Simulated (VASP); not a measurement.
# Ag2O (Pn-3m) in VASP: further runs

The runs below take Ag2O through single point, with RPBE, BLYP.

Everything below comes from runs of VASP 6.6.1. Logs are shortened: lines on timing, memory, paths and dates and some standing lists are left out, and cuts for length are marked.

## (1) The cell of the first run

Symmetry: Pn-3m, No. 224, cubic system. Conventional cell: a = 4.929 Å, b = 4.929 Å, c = 4.929 Å, α = 90.00°, β = 90.00°, γ = 90.00°. Within 2.8 Å of Ag (site symmetry -3m) lie 2 O at 2.13 Å. Within 2.8 Å of O (site symmetry -43m) lie 4 Ag at 2.13 Å.

## (2) Single point, RPBE (19.96 Å³/atom)

Input file INCAR:

```
  ALGO = Normal
  EDIFF = 1E-6
  ENCUT = 600
  GGA = RP
  GGA_COMPAT = False
  ISIF = 2
  ISMEAR = 0
  LASPH = True
  LCHARG = False
  LREAL = False
  LWAVE = False
  NBANDS = 37
  NELM = 120
  PREC = Accurate
  SIGMA = 0.05
```

Input file KPOINTS:

```
k-points
0
Gamma
  6 6 6
```

Input file POSCAR:

```
Ag2O
1.0
    4.9288316029      0.0000000000      0.0000000000
    0.0000000000      4.9288316029      0.0000000000
    0.0000000000      0.0000000000      4.9288316029
Ag O
4 2
Direct
    0.7500000000      0.7500000000      0.7500000000
    0.7500000000      0.2500000000      0.2500000000
    0.2500000000      0.2500000000      0.7500000000
    0.2500000000      0.7500000000      0.2500000000
    0.0000000000      0.0000000000      0.0000000000
    0.5000000000      0.5000000000      0.5000000000
```

Potentials or basis: VASP PAW PBE potentials, release 64 (Ag, O).

Run with:

```console
> cat potpaw_PBE.64/Ag/POTCAR potpaw_PBE.64/O/POTCAR > POTCAR
> mpirun -np 1 vasp_std > vasp.out
```

OUTCAR:

```text
EDIFF = 1E-6
   ENCUT = 600
   GGA = RP
   ISIF = 2
   ISMEAR = 0
   LASPH = True
   LREAL = False
   NELM = 120
   PREC = Accurate

 ion  position               nearest neighbor table
   1  0.750  0.750  0.750-   5 2.13   6 2.13   4 3.49   2 3.49   3 3.49   2 3.49   4 3.49   2 3.49
                             3 3.49   2 3.49   3 3.49   4 3.49   4 3.49   3 3.49
   2  0.750  0.250  0.250-   5 2.13   6 2.13   4 3.49   1 3.49   3 3.49   1 3.49   3 3.49   1 3.49
                             4 3.49   1 3.49   3 3.49   4 3.49   3 3.49   4 3.49
   3  0.250  0.250  0.750-   5 2.13   6 2.13   4 3.49   1 3.49   2 3.49   2 3.49   4 3.49   1 3.49
                             4 3.49   4 3.49   1 3.49   2 3.49   2 3.49   1 3.49
   4  0.250  0.750  0.250-   5 2.13   6 2.13   3 3.49   1 3.49   2 3.49   1 3.49   3 3.49   2 3.49
                             3 3.49   3 3.49   1 3.49   2 3.49   1 3.49   2 3.49
   5  0.000  0.000  0.000-   1 2.13   2 2.13   3 2.13   4 2.13
   6  0.500  0.500  0.500-   1 2.13   2 2.13   3 2.13   4 2.13

  LATTYP: Found a simple cubic cell.
 ALAT       =     4.9288316029

  Lattice vectors:

 A1 = (   4.9288316029,   0.0000000000,   0.0000000000)
 A2 = (   0.0000000000,   4.9288316029,   0.0000000000)
 A3 = (   0.0000000000,   0.0000000000,   4.9288316029)

Analysis of symmetry for initial positions (statically):
=====================================================================
 Subroutine PRICEL returns:
 Original cell was already a primitive cell.

 Routine SETGRP: Setting up the symmetry group for a
 simple cubic supercell.

 Subroutine GETGRP returns: Found 48 space group operations
 (whereof 24 operations were pure point group operations)
 out of a pool of 48 trial point group operations.

The static configuration has the point symmetry T_d .
 The point group associated with its full space group is O_h .

Analysis of symmetry for dynamics (positions and initial velocities):
=====================================================================
 Subroutine PRICEL returns:
 Original cell was already a primitive cell.

 Routine SETGRP: Setting up the symmetry group for a
 simple cubic supercell.

 Subroutine GETGRP returns: Found 48 space group operations
 (whereof 24 operations were pure point group operations)
 out of a pool of 48 trial point group operations.

The dynamic configuration has the point symmetry T_d .
 The point group associated with its full space group is O_h .

 Subroutine INISYM returns: Found 48 space group operations
 (whereof 24 operations are pure point group operations),
 and found     1 'primitive' translations

----------------------------------------------------------------------------------------

                                     Primitive cell

  volume of cell :     119.7380

  direct lattice vectors                    reciprocal lattice vectors
     4.928831603  0.000000000  0.000000000     0.202887840  0.000000000  0.000000000
     0.000000000  4.928831603  0.000000000     0.000000000  0.202887840  0.000000000
     0.000000000  0.000000000  4.928831603     0.000000000  0.000000000  0.202887840

  length of vectors
     4.928831603  4.928831603  4.928831603     0.202887840  0.202887840  0.202887840

  position of ions in fractional coordinates (direct lattice)
     0.750000000  0.750000000  0.750000000
     0.750000000  0.250000000  0.250000000
     0.250000000  0.250000000  0.750000000
     0.250000000  0.750000000  0.250000000
     0.000000000  0.000000000  0.000000000
     0.500000000  0.500000000  0.500000000

  ion indices of the primitive-cell ions
   primitive index   ion index
                 1           1
                 2           2
                 3           3
                 4           4
                 5           5
                 6           6

----------------------------------------------------------------------------------------

 KPOINTS: k-points

Automatic generation of k-mesh.
 Grid dimensions read from file:
 generate k-points for:    6    6    6

 Generating k-lattice:

  Cartesian coordinates                     Fractional coordinates (reciprocal lattice)
     0.033814640  0.000000000  0.000000000     0.166666667  0.000000000  0.000000000
     0.000000000  0.033814640  0.000000000     0.000000000  0.166666667  0.000000000
     0.000000000  0.000000000  0.033814640     0.000000000  0.000000000  0.166666667

  Length of vectors
     0.033814640  0.033814640  0.033814640

  Shift w.r.t. Gamma in fractional coordinates (k-lattice)
     0.000000000  0.000000000  0.000000000

 Subroutine IBZKPT returns following result:
 ===========================================

 Found     20 irreducible k-points:

 Following reciprocal coordinates:
            Coordinates               Weight
  0.000000  0.000000  0.000000      1.000000
  0.166667  0.000000  0.000000      6.000000
  0.333333  0.000000  0.000000      6.000000
  0.500000  0.000000  0.000000      3.000000
  0.166667  0.166667  0.000000     12.000000
  0.333333  0.166667  0.000000     24.000000
[... 12 lines left out ...]
  0.500000  0.500000  0.333333      6.000000
  0.500000  0.500000  0.500000      1.000000
   k-points           NKPTS =     20   k-points in BZ     NKDIM =     20   number of bands    NBANDS=     37
   number of dos      NEDOS =    301   number of ions     NIONS =      6
   total plane-waves  NPLWV =  64000
   dimension x,y,z NGX =    40 NGY =   40 NGZ =   40
   dimension x,y,z NGXF=    80 NGYF=   80 NGZF=   80
   ions per type =               4   2
   NGX,Y,Z   is equivalent  to a cutoff of  13.49, 13.49, 13.49 a.u.
   NGXF,Y,Z  is equivalent  to a cutoff of  26.98, 26.98, 26.98 a.u.
 SYSTEM =  unknown system
   PREC   = accura    normal or accurate (medium, high low for compatibility)
   ISTART =      0    job   : 0-new  1-cont  2-samecut
   ICHARG =      2    charge: 1-file 2-atom 10-const
   ISPIN  =      1    spin polarized calculation?
   LNONCOLLINEAR =      F non collinear calculations
   LSORBIT =      F    spin-orbit coupling
   LASPH  =      T    aspherical Exc in radial PAW
   ENCUT  =  600.0 eV  44.10 Ry    6.64 a.u.   9.84  9.84  9.84*2*pi/ulx,y,z
   NELM   =    120;   NELMIN=  2; NELMDL= -5     # of ELM steps
   EDIFF  = 0.1E-05   stopping-criterion for ELM
   LREAL  =      F    real-space projection
   EDIFFG = 0.1E-04   stopping-criterion for IOM
   NSW    =      0    number of steps for IOM
   IBRION =     -1    ionic relax: 0-MD 1-quasi-New 2-CG
   NFREE  =      0    steps in history (QN), initial steepest desc. (CG)
   ISIF   =      2    stress and relaxation
   ISYM   =      2    0-nonsym 1-usesym 2-fastsym
   POTIM  = 0.5000    time-step for ionic-motion
   TEBEG  =    0.0;   TEEND  =   0.0 temperature during run
   PSTRESS=    0.0 pullay stress
   NELECT =      56.0000    total number of electrons
   NUPDOWN=      -1.0000    fix difference up-down
   EMIN   =  10.00;   EMAX   =-10.00  energy-range for DOS
   EFERMI =   0.00;   METHOD = LEGACY
   ISMEAR =     0;   SIGMA  =   0.05  broadening in eV -4-tet -1-fermi 0-gaus
   EFERMI_NEDOS =   21; number of points for ismear=-14 and -15
   IALGO  =     38    algorithm
   IMIX   =      4    mixing-type and parameters
     AMIX     =   0.40;   BMIX     =  1.00
     AMIX_MAG =   1.60;   BMIX_MAG =  1.00
  volume/ion in A,a.u.               =      19.96       134.67
  Fermi-wavevector in a.u.,A,eV,Ry     =   1.270750  2.401370 21.970771  1.614806
  Thomas-Fermi vector in A             =   2.403721
   LORBIT       =      0    0 simple, 1 ext, 2 COOP (PROOUT), +10 PAW based schemes
   GGA     = RP    functional components
   LHFCALC =     F    Hartree Fock is set to
   AEXX    =    0.0000 exact exchange contribution
   IVDW    =     0    specifies the selected vdW correction
   LEPSILON=     F    determine dielectric tensor
   LRPA    =     F    only Hartree local field effects (RPA)
 non-spin polarized calculation
 Gauss-broadening in eV      SIGMA  =   0.05
  energy-cutoff  :      600.00
  volume of cell :      119.74
 maximum number of plane-waves:      4032
 NGX is ok and might be reduce to    40
   NGX = 19   NGY = 19   NGZ = 19

 number of electron      56.0000002 magnetization

 Free energy of the ion-electron system (eV)
  ---------------------------------------------------
  ext. energy  EPLUGINS =         0.00000000
  ---------------------------------------------------
  free energy    TOTEN  =       -18.98409131 eV

  energy without entropy =      -18.98366157  energy(sigma->0) =      -18.98387644

 E-fermi :   3.3780     XC(G=0):  -9.5788

 val. band max:        3.3595207501   @ k =   0.0000   0.0000   0.0000
 cond. band min:       3.6241704666   @ k =   0.1667   0.0000   0.0000
 fundamental gap:      0.2646497165
 Fermi energy:         3.3779741167

 k-point     1 :       0.0000    0.0000    0.0000
  band No.  band energies     occupation
      1     -14.5309      2.00000
      2     -14.0714      2.00000
      3      -2.3289      2.00000
      4      -2.3289      2.00000
      5      -2.3289      2.00000
      6      -0.4176      2.00000
[... 29 lines left out ...]
     36      11.9589      0.00000
     37      11.9589      0.00000

 k-point     2 :       0.1667    0.0000    0.0000
  band No.  band energies     occupation
      1     -14.5011      2.00000
      2     -14.1032      2.00000
      3      -2.2509      2.00000
      4      -2.2509      2.00000
      5      -2.2207      2.00000
      6      -0.3885      2.00000
[... 29 lines left out ...]
     36      11.6560      0.00000
     37      11.6560      0.00000

 k-point     3 :       0.3333    0.0000    0.0000
  band No.  band energies     occupation
      1     -14.4189      2.00000
      2     -14.1893      2.00000
      3      -2.0463      2.00000
      4      -2.0463      2.00000
      5      -1.9079      2.00000
      6      -0.8515      2.00000
[... 29 lines left out ...]
     36      11.1872      0.00000
     37      11.1872      0.00000
[... 601 lines left out ...]
 k-point    19 :       0.5000    0.5000    0.3333
  band No.  band energies     occupation
      1     -14.4675      2.00000
      2     -14.1212      2.00000
      3      -2.1781      2.00000
      4      -2.1781      2.00000
      5      -2.1118      2.00000
      6      -0.3831      2.00000
[... 29 lines left out ...]
     36      10.2098      0.00000
     37      15.0448      0.00000

 k-point    20 :       0.5000    0.5000    0.5000
  band No.  band energies     occupation
      1     -14.4922      2.00000
      2     -14.0921      2.00000
      3      -2.2179      2.00000
      4      -2.2179      2.00000
      5      -2.2179      2.00000
      6      -0.2191      2.00000
[... 29 lines left out ...]
     36       9.3959      0.00000
     37      15.7572      0.00000

------------------------ aborting loop because EDIFF is reached ----------------------------------------

  FORCE on cell =-STRESS in cart. coord.  units (eV):
  Direction    XX          YY          ZZ          XY          YZ          ZX
  --------------------------------------------------------------------------------------
  -------------------------------------------------------------------------------------
  Total       -0.8373995     -0.8373995     -0.8373995     -0.0000000     -0.0000000      0.0000000
  in kB      -11.2049870    -11.2049870    -11.2049870     -0.0000000     -0.0000000      0.0000000
  external PRESSURE =     -11.2049870 kB  Pullay stress =       0.0000000 kB

 VOLUME and BASIS-vectors are now :
 -----------------------------------------------------------------------------
  energy-cutoff  :      600.00
  volume of cell :      119.74
      direct lattice vectors                 reciprocal lattice vectors
     4.928831603  0.000000000  0.000000000     0.202887840  0.000000000  0.000000000
     0.000000000  4.928831603  0.000000000     0.000000000  0.202887840  0.000000000
     0.000000000  0.000000000  4.928831603     0.000000000  0.000000000  0.202887840

 POSITION                                       TOTAL-FORCE (eV/Angst)
 -----------------------------------------------------------------------------------
      3.69662      3.69662      3.69662        -0.000000     -0.000000      0.000000
      3.69662      1.23221      1.23221         0.000000     -0.000000      0.000000
      1.23221      1.23221      3.69662        -0.000000      0.000000     -0.000000
      1.23221      3.69662      1.23221         0.000000      0.000000      0.000000
      0.00000      0.00000      0.00000        -0.000000      0.000000     -0.000000
      2.46442      2.46442      2.46442         0.000000      0.000000      0.000000
 -----------------------------------------------------------------------------------
    total drift:                                0.000000      0.000000      0.000000

  FREE ENERGIE OF THE ION-ELECTRON SYSTEM (eV)
  ---------------------------------------------------
  free  energy   TOTEN  =       -18.9840913113 eV

  energy  without entropy=      -18.9836615715  energy(sigma->0) =      -18.98387644
```

It took 51 s on 1 thread of AMD EPYC 9R45 (Zen 5), shared host; peak memory 0.25 GiB.

What came out:

```yaml
Free_energy: -18.9841 eV
Pressure: -1.1 GPa
Band_gap_on_the_k_mesh: zero (filled and empty bands touch)
```

Levels at points of the mesh, in eV from the Fermi level:
```tsv
k point	band 26	band 27	band 28	band 29	band 30	band 31
(0.00, 0.00, 0.00)	-0.10	-0.02	-0.02	-0.02	2.55	2.55
(0.50, 0.00, 0.00)	-1.33	-0.39	-0.39	1.99	1.99	4.90
(0.50, 0.50, 0.00)	-1.35	-0.69	-0.69	2.21	2.21	3.67
(0.50, 0.50, 0.50)	-0.60	-0.60	-0.60	3.00	3.00	3.00
```

Caveat: semilocal functionals underestimate gaps, and a narrow one can read as zero; the PAW data sets were made with another functional, which shifts forces and pressure a little.

## (3) Single point, RPBE (20.35 Å³/atom)

This run uses another cell than the first one, of 20.35 Å³/atom.

Input file INCAR:

```
SYSTEM = Ag2O
  PREC = Accurate
  ENCUT = 600
  EDIFF = 1E-6
  ISMEAR = 0
  SIGMA = 0.05
  LREAL = .FALSE.
  LASPH = .TRUE.
  NELM = 120
  ALGO = Normal
  ISIF = 2
  LWAVE = .FALSE.
  LCHARG = .FALSE.
  GGA = RP
  NBANDS = 37
  GGA_COMPAT = .FALSE.
```

Input file KPOINTS:

```
Automatic mesh
0
G
  6 6 6
  0 0 0
```

POSCAR: that of step 2 with these lines changed.

```diff
@@ -2,5 +2,5 @@
 1.0
-    4.9288316029      0.0000000000      0.0000000000
-    0.0000000000      4.9288316029      0.0000000000
-    0.0000000000      0.0000000000      4.9288316029
+    4.9608378998      0.0000000000      0.0000000000
+    0.0000000000      4.9608378998      0.0000000000
+    0.0000000000      0.0000000000      4.9608378998
 Ag O
```

Potentials or basis: VASP PAW PBE potentials, release 64 (Ag, O).

Run with:

```console
> cat potpaw_PBE.64/Ag/POTCAR potpaw_PBE.64/O/POTCAR > POTCAR
> mpirun -np 1 vasp_std > vasp.out
```

Run time: 51 s. Hardware: 1 thread of AMD EPYC 9R45 (Zen 5), shared host; peak memory 0.25 GiB.

The run converged. Its results:

```
Free energy            : -18.9634 eV
Pressure               : -2.1 GPa
Band gap on the k mesh : zero (filled and empty bands touch)
```

Levels at points of the mesh, in eV from the Fermi level:
```tsv
k point	band 26	band 27	band 28	band 29	band 30	band 31
(0.00, 0.00, 0.00)	-0.12	-0.02	-0.02	-0.02	2.62	2.62
(0.50, 0.00, 0.00)	-1.29	-0.38	-0.38	1.97	1.97	4.91
(0.50, 0.50, 0.00)	-1.30	-0.67	-0.67	2.22	2.22	3.66
(0.50, 0.50, 0.50)	-0.58	-0.58	-0.58	3.05	3.05	3.05
```

Caveat: semilocal functionals underestimate gaps, and a narrow one can read as zero; the PAW data sets were made with another functional, which shifts forces and pressure a little.

## (4) Single point, BLYP (20.43 Å³/atom)

This run uses another cell than the first one, of 20.43 Å³/atom.

Input file INCAR:

```
SYSTEM = Ag2O
PREC     = Accurate       ! precision mode
ENCUT    = 600            ! plane-wave cutoff, eV
EDIFF    = 1E-6           ! SCF threshold, eV
ISMEAR   = 0              ! smearing method
SIGMA    = 0.05           ! smearing width, eV
LREAL    = .FALSE.        ! projectors in reciprocal space
LASPH    = .TRUE.         ! aspherical terms in the spheres
NELM     = 120            ! most SCF steps
ALGO     = Normal         ! electronic algorithm
ISIF     = 2              ! what is computed and relaxed
LWAVE    = .FALSE.        ! write WAVECAR
LCHARG   = .FALSE.        ! write CHGCAR
GGA      = B5             ! functional
ALDAX    = 1.0          
AGGAX    = 1.0          
AGGAC    = 1.0          
ALDAC    = 0.0          
NBANDS   = 37             ! bands
GGA_COMPAT= .FALSE.
```

KPOINTS is that of step 3.

POSCAR: that of step 3 with these lines changed.

```diff
@@ -2,5 +2,5 @@
 1.0
-    4.9608378998      0.0000000000      0.0000000000
-    0.0000000000      4.9608378998      0.0000000000
-    0.0000000000      0.0000000000      4.9608378998
+    4.9676443387      0.0000000000      0.0000000000
+    0.0000000000      4.9676443387      0.0000000000
+    0.0000000000      0.0000000000      4.9676443387
 Ag O
```

Run with:

```console
> cat potpaw_PBE.64/Ag/POTCAR potpaw_PBE.64/O/POTCAR > POTCAR
> mpirun -np 1 vasp_std > vasp.out
```

It took 72 s on 1 thread of AMD EPYC 9R45 (Zen 5), shared host; peak memory 0.25 GiB.

It converged, with:

| Item | Value |
| --- | --- |
| Free energy | -19.4167 eV |
| Pressure | -2.1 GPa |
| Band gap on the k mesh | zero (filled and empty bands touch) |

Levels at points of the mesh, in eV from the Fermi level:
```csv
k point,band 24,band 25,band 26,band 27,band 28,band 29,band 30,band 31,band 32,band 33
"(0.00, 0.00, 0.00)",-2.31,-2.31,-0.06,-0.02,-0.02,-0.02,2.67,2.67,6.54,6.54
"(0.50, 0.00, 0.00)",-2.06,-1.26,-1.26,-0.38,-0.38,2.00,2.00,4.94,4.94,6.25
"(0.50, 0.50, 0.00)",-1.61,-1.27,-1.27,-0.66,-0.66,2.25,2.25,3.66,3.66,6.52
"(0.50, 0.50, 0.50)",-2.37,-1.66,-0.58,-0.58,-0.58,3.11,3.11,3.11,4.48,4.48
```

Caveat: semilocal functionals underestimate gaps, and a narrow one can read as zero; the PAW data sets were made with another functional, which shifts forces and pressure a little.

## (5) Overview

| level | cell | gap on the mesh (eV) | pressure (GPa) |
| --- | --- | --- | --- |
| RPBE | a = 4.929 Å, 6 atoms | none | -1.1 |
| RPBE | a = 4.961 Å, 6 atoms | none | -2.1 |
| BLYP | a = 4.968 Å, 6 atoms | none | -2.1 |

Alike in all rows: task single point; potentials or basis VASP PAW PBE potentials, release 64 (Ag, O); no spin polarisation; k mesh 6 × 6 × 6; cutoff (eV) 600; smearing gaussian 0.05 eV.

Caveats: semilocal functionals underestimate gaps, and a narrow one can read as zero; the PAW data sets were made with another functional, which shifts forces and pressure a little.

Total energies depend on the potentials used, so only differences within one code and one set of settings carry meaning.

The gap in the log of VASP goes by the Fermi energy; the results here count the filled bands.